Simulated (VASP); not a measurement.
Cs3ScCl6, 10 atoms in the cell. It takes space group Fm-3m (No. 225, cubic). Conventional cell: a = 11.199 Å, b = 11.199 Å, c = 11.199 Å, α = 90.00°, β = 90.00°, γ = 90.00°. Within 5.2 Å of Cs (site symmetry -43m) lie 12 Cl at 3.96 Å and 4 Cs at 4.85 Å and 4 Sc at 4.85 Å. Cs (site symmetry m-3m) has 6 Cl at 2.93 Å within 3.9 Å. Cl (site symmetry 4mm) has 1 Sc at 2.67 Å and 1 Cs at 2.93 Å within 3.5 Å. Sc (site symmetry m-3m) has 6 Cl at 2.67 Å within 3.5 Å. 

| Property | Result |
| --- | --- |
| Program | VASP 6.6.1 |
| Task | single point |
| Functional | r2SCAN |
| Potentials or basis | VASP PAW PBE potentials, release 64 (Cs_sv, Cl, Sc_sv) |
| Cutoff | 520 eV |
| k mesh | 4 × 4 × 4 |
| Occupations | methfessel-paxton, width 0.1085 eV |
| Spin | no spin polarisation |
| Dipole correction | no |
| Further INCAR settings | ALGO = Normal; EDIFF = 1e-06; NBANDS = 51 |

Potentials or basis: VASP PAW PBE potentials, release 64 (Cs_sv, Cl, Sc_sv).

Command:

```sh
$ cat potpaw_PBE.64/Cs_sv/POTCAR potpaw_PBE.64/Cl/POTCAR potpaw_PBE.64/Sc_sv/POTCAR > POTCAR
$ cp INCAR.step1 INCAR
$ mpirun -np 1 vasp_std > vasp.out
$ cp INCAR.step2 INCAR
$ mpirun -np 1 vasp_std > vasp.out
```

Hardware: 1 thread of Intel Xeon 8259CL, on a shared host.

Estimate the wall time of this run.

Run time: 26 min on 1 thread of Intel Xeon 8259CL (shared host), peak memory 0.6 GiB. Counts: k points 8.
